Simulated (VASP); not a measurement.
Set up this calculation in VASP 6.6.1, as the native input.

- Task: single point
- Functional: PBE
- Potentials or basis: VASP PAW PBE potentials, release 64 (Hf_pv, O)
- Cutoff: 520 eV
- k mesh: 8 × 8 × 8
- Occupations: gaussian, width 0.05 eV
- Spin: no spin polarisation
- Dipole correction: no
- Further INCAR settings: ALGO = Normal; EDIFF = 1e-06; NBANDS = 18

The structure of HfO2 lies in POSCAR:

```
HfO2
1.0
    0.0000000000      2.5488057612      2.5488057612
    2.5488057612      0.0000000000      2.5488057612
    2.5488057612      2.5488057612      0.0000000000
Hf O
1 2
Direct
    0.0000000000      0.0000000000      0.0000000000
    0.2794255455      0.2794255455      0.1789604489
    0.7500000000      0.7500000000      0.7500000000
```

This cell differs from its parent crystal: atom 2 (O) moved by (-0.150, +0.150) A along [1 1 0] and z.

The input as run:

INCAR

```
SYSTEM = HfO2
PREC = Accurate
ENCUT = 520
EDIFF = 1E-6
ISMEAR = 0
SIGMA = 0.05
LREAL = .FALSE.
LASPH = .TRUE.
NELM = 80
ALGO = Normal
ISIF = 2
LWAVE = .FALSE.
LCHARG = .TRUE.
GGA = PE
LELF = .TRUE.
LVHAR = .TRUE.
NBANDS = 18
```

KPOINTS

```
Automatic mesh
0
G
  8 8 8
  0 0 0
```

Potentials or basis: VASP PAW PBE potentials, release 64 (Hf_pv, O).

Run with:

```console
$ cat potpaw_PBE.64/Hf_pv/POTCAR potpaw_PBE.64/O/POTCAR > POTCAR
$ mpirun -np 1 vasp_std > vasp.out
```

Results of the run:

```
Pressure               : -0.8 GPa
Largest force          : 1.714 eV/Å
Band gap on the k mesh : 3.80 eV, direct
```

Caveat: the cell differs from its parent crystal (atom 2 (O) moved by (-0.150, +0.150) A along [1 1 0] and z); spin-orbit coupling is left out, which moves the levels of the heavy elements; forces of over 1 eV/Å act on the atoms, so gaps and moduli don't describe the material at rest.

Wall time 34 s on 1 thread of Intel(R) Xeon(R) 6975P-C (Granite Rapids), with other jobs on the host, peak memory 0.22 GiB.
